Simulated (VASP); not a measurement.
Wanted: the native input for a VASP 6.6.1 run.

- Task: single point
- Functional: PBE
- Potentials or basis: VASP PAW PBE potentials, release 64 (Na_pv, Cl)
- Cutoff: 520 eV
- k mesh: 8 × 8 × 8
- Occupations: gaussian, width 0.05 eV
- Spin: no spin polarisation
- Dipole correction: no
- Further INCAR settings: ALGO = Normal; EDIFF = 1e-07; NBANDS = 14

The structure of NaCl lies in POSCAR:

```
NaCl
1.0
    0.0000000000      2.7892737500      2.8317500000
    2.8317500000      0.0000000000      2.8317500000
    2.8317500000      2.7892737500      0.0000000000
Na Cl
1 1
Direct
    0.0000000000      0.0000000000      0.0000000000
    0.5000000000      0.5000000000      0.5000000000
```

This cell differs from its parent crystal: strain -0.0150 x Voigt [0, 1, 0, 0, 0, 0].

One way to write it, as run:

INCAR

```
PREC = Accurate ; ENCUT = 520
EDIFF = 1E-7 ; ISMEAR = 0
SIGMA = 0.05 ; LREAL = False
LASPH = True ; NELM = 80
ALGO = Normal ; ISIF = 2
LWAVE = False ; LCHARG = False
GGA = PE ; NBANDS = 14
```

KPOINTS

```
Automatic mesh
0
Gamma
  8 8 8
```

Potentials or basis: VASP PAW PBE potentials, release 64 (Na_pv, Cl).

Command:

```console
$ cat potpaw_PBE.64/Na_pv/POTCAR potpaw_PBE.64/Cl/POTCAR > POTCAR
$ mpirun -np 1 vasp_std > vasp.out
```

Results of the run:

* Pressure: 0.8 GPa
* Band gap on the k mesh: 5.11 eV, direct

Caveat: the cell differs from its parent crystal (strain -0.0150 x Voigt [0, 1, 0, 0, 0, 0]).

It took 74 s on 1 thread of AMD EPYC 7R13, on a shared host, peak memory 0.15 GiB.
